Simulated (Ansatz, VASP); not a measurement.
# Be in VASP and in Ansatz

```
CELL_PARAMETERS angstrom
2.21639 0.00000 0.00000
-1.10819 1.91945 0.00000
0.00000 0.00000 3.49513
ATOMIC_POSITIONS crystal
Be 0.33333 0.66667 0.25000
Be 0.66667 0.33333 0.75000
```

Alike in both runs: functional PBE; dispersion D3(BJ); k mesh 24 × 24 × 12; occupations gaussian, width 0.1 eV; no spin polarisation.

Ansatz relaxed the structure, and its values are those at the end. VASP's run is a single point on that final structure, the one shown.

|  | VASP | Ansatz |
| --- | --- | --- |
| version | VASP 6.6.1 | Ansatz 0.2.0 |
| potentials or method | VASP PAW PBE potentials, release 64 (Be), cutoff 520 eV | scalar-relativistic, plane waves, PAW |
| valence electrons in the cell | 4 | 4 |

```tsv
	VASP	Ansatz	Ansatz less VASP
gap on the k mesh at the Fermi level (eV)	none	none	-
pressure (GPa)	0.2	0.0	-0.20
```

A gap of «none» marks a metal or a gap that the smearing closes.
